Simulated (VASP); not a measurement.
A run of VASP 6.6.1:

The input INCAR:

```
ALGO = Normal ; DIPOL = 0.5 0.5 0.500
EDIFF = 1E-6 ; ENCUT = 520
GGA = PE ; GGA_COMPAT = F
IDIPOL = 3 ; ISIF = 2
ISMEAR = -1 ; ISPIN = 2
LASPH = T ; LCHARG = F
LDIPOL = T ; LMAXMIX = 4
LORBIT = 11 ; LREAL = F
LWAVE = F ; MAGMOM = 0 0 0 0 2 2 0
NBANDS = 51 ; NELM = 200
NELMDL = -8 ; PREC = Accurate
SIGMA = 0.05
```

Contents of KPOINTS:

```
k-points
0
Gamma
  11 11 1
```

Contents of POSCAR:

```
Co2PtO4
1.0
    2.8245398345      0.0000000000      0.0000000000
   -1.4122699173      2.4461232507      0.0000000000
    0.0000000000      0.0000000000     22.8788124025
O Co Pt
4 2 1
Direct
    0.0000000000      0.0000000000      0.3278142182
    0.6666666667      0.3333333333      0.4125836222
    0.6666666667      0.3333333333      0.5874163778
    0.3333333333      0.6666666667      0.6721857818
    0.3333333333      0.6666666667      0.3701989202
    0.0000000000      0.0000000000      0.6298010798
    0.6666666667      0.3333333333      0.5000000000
```

Potentials or basis: VASP PAW PBE potentials, release 64 (O, Co_sv, Pt_sv_GW).

The run is started by

```sh
$ cat potpaw_PBE.64/O/POTCAR potpaw_PBE.64/Co_sv/POTCAR potpaw_PBE.64/Pt_sv_GW/POTCAR > POTCAR
$ mpirun -np 1 vasp_std > vasp.out
```

Hardware: 1 thread of Intel(R) Xeon(R) Platinum 8375C CPU @ 2.90GHz (Ice Lake), on a shared host.

Estimate the wall time of this run.

It took 15 min on 1 thread of Intel(R) Xeon(R) Platinum 8375C CPU @ 2.90GHz (Ice Lake), on a shared host, peak memory 0.52 GiB. Counts: scf iterations 44, k points 16.
